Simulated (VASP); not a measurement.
Write the native input for VASP 6.6.1 that does the following.

* Task: relaxation of cell and atoms
* Functional: LDA
* Potentials or basis: VASP PAW LDA potentials, release 64 (Ta_pv, Rh_pv)
* Cutoff: 600 eV
* k mesh: 12 × 12 × 12
* Occupations: methfessel-paxton, width 0.1 eV
* Spin: no spin polarisation
* Dipole correction: no
* Further INCAR settings: ALGO = Normal; EDIFF = 1e-07; IBRION = 2; EDIFFG = -0.01; NSW = 80; ISIF = 3

The structure of TaRh3 lies in POSCAR:

```
TaRh3
1.0
    3.8600000000      0.0000000000      0.0000000000
    0.0000000000      3.8600000000      0.0000000000
    0.0000000000      0.0000000000      3.8600000000
Ta Rh
1 3
Direct
    0.0000000000      0.0000000000      0.0000000000
    0.0000000000      0.5000000000      0.5000000000
    0.5000000000      0.0000000000      0.5000000000
    0.5000000000      0.5000000000      0.0000000000
```

These files were run (other wordings do the same):

INCAR

```
SYSTEM = TaRh3
PREC = Accurate
ENCUT = 600
EDIFF = 1E-7
ISMEAR = 1
SIGMA = 0.1
LREAL = .False.
LASPH = .True.
NELM = 100
ALGO = Normal
ISIF = 3
LWAVE = .False.
LCHARG = .False.
IBRION = 2
NSW = 80
EDIFFG = -0.01
```

KPOINTS

```
Automatic mesh
0
Gamma
  12 12 12
  0 0 0
```

Potentials or basis: VASP PAW LDA potentials, release 64 (Ta_pv, Rh_pv).

The run is started by

```sh
$ cat potpaw_LDA.64/Ta_pv/POTCAR potpaw_LDA.64/Rh_pv/POTCAR > POTCAR
$ mpirun -np 1 vasp_std > vasp.out
```

It gave:

```json
{
  "Relaxed volume": "13.98 Å³/atom",
  "Relaxed cell": "a = 3.824 Å, b = 3.824 Å, c = 3.824 Å, α = 90.00°, β = 90.00°, γ = 90.00°",
  "Space group after relaxing (to 0.05 Å)": "Pm-3m (No. 221)",
  "Energy gained by relaxing": "10.5 meV/atom",
  "Ionic steps": "4",
  "Pressure after relaxing": "0.0 GPa",
  "Band gap on the k mesh": "zero (band 28 reaches 11.81 eV, above the bottom of band 29 at 9.73 eV)"
}
```

Caveat: spin-orbit coupling is left out, which moves the levels of the heavy elements.

Wall time 4.1 min on 1 thread of AMD EPYC 9R45 96-Core Processor (Zen 5) (shared host), peak memory 0.26 GiB.
